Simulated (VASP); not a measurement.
Here is a VASP 6.6.1 calculation.

INCAR

```
PREC = Accurate
ENCUT = 520
EDIFF = 1E-6
ISMEAR = 0
SIGMA = 0.02
LREAL = False
LASPH = True
NELM = 60
ALGO = Normal
ISIF = 2
LWAVE = False
LCHARG = False
LDIPOL = True
IDIPOL = 3
DIPOL = 0.5 0.5 0.500
GGA = PE
IVDW = 12
NBANDS = 11
```

The input KPOINTS:

```
Automatic mesh
0
Gamma
  12 12 1
```

POSCAR

```
BN
1.0
    2.5087620658      0.0000000000      0.0000000000
   -1.2543810329      2.1291986474      0.0000000000
    0.0000000000      0.0000000000     26.0000000000
B N
1 1
Direct
    0.0008111757      0.0016223514      0.5000000000
    0.6658554910      0.3317109819      0.5000000000
```

Potentials or basis: VASP PAW PBE potentials, release 64 (B, N).

The run is started by

```console
$ cat potpaw_PBE.64/B/POTCAR potpaw_PBE.64/N/POTCAR > POTCAR
$ mpirun -np 1 vasp_std > vasp.out
```

(1) Predict the band gap on the k mesh.

(2) Predict the largest force.

(3) Estimate the dispersion energy per atom.

Results:

(1) 4.65 eV (least direct gap 4.75 eV).

(2) 0.007 eV/Å.

(3) -0.079 eV.

Caveat: the cell differs from its parent crystal (strain along y -0.020, then relaxed in part).
